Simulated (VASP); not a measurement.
**Zr: single point with r2SCAN**

The system is Zr.

```
Zr
1.0
     3.24458    0.00000    0.00000
    -1.62229    2.80989    0.00000
     0.00000    0.00000    5.15736
Zr
2
Direct
  0.33333 0.66667 0.25000
  0.66667 0.33333 0.75000
```

```
Program             : VASP 6.6.1
Task                : single point
Functional          : r2SCAN
Potentials or basis : VASP PAW PBE potentials, release 64 (Zr_sv)
Cutoff              : 520 eV
k mesh              : 11 × 11 × 6
Occupations         : methfessel-paxton, width 1 eV
Spin                : no spin polarisation
```

```json
{
 "Pressure": "-0.4 GPa",
 "Band gap on the k mesh": "zero (band 12 reaches 9.90 eV, above the bottom of band 13 at 8.76 eV)"
}
```

Stress tensor (GPa, compression positive):
```
-0.63  0.00  0.00
 0.00 -0.63  0.00
 0.00  0.00  0.21
```

Levels at points of the mesh, in eV from the Fermi level:
| k point | band 9 | band 10 | band 11 | band 12 | band 13 | band 14 | band 15 | band 16 |
| --- | --- | --- | --- | --- | --- | --- | --- | --- |
| (0.00, 0.00, 0.00) | -5.93 | -3.10 | 1.04 | 1.04 | 1.09 | 1.23 | 1.78 | 1.78 |
| (0.00, 0.00, 0.50) | -4.13 | -4.13 | 0.11 | 0.11 | 0.96 | 0.96 | 0.96 | 0.96 |

Wall time 4.6 min on 1 thread of AMD EPYC 7R43 64-Core Processor (Zen 3) (shared host), peak memory 0.15 GiB.

Caveat: the PAW data sets were made with another functional, which shifts forces and pressure a little.
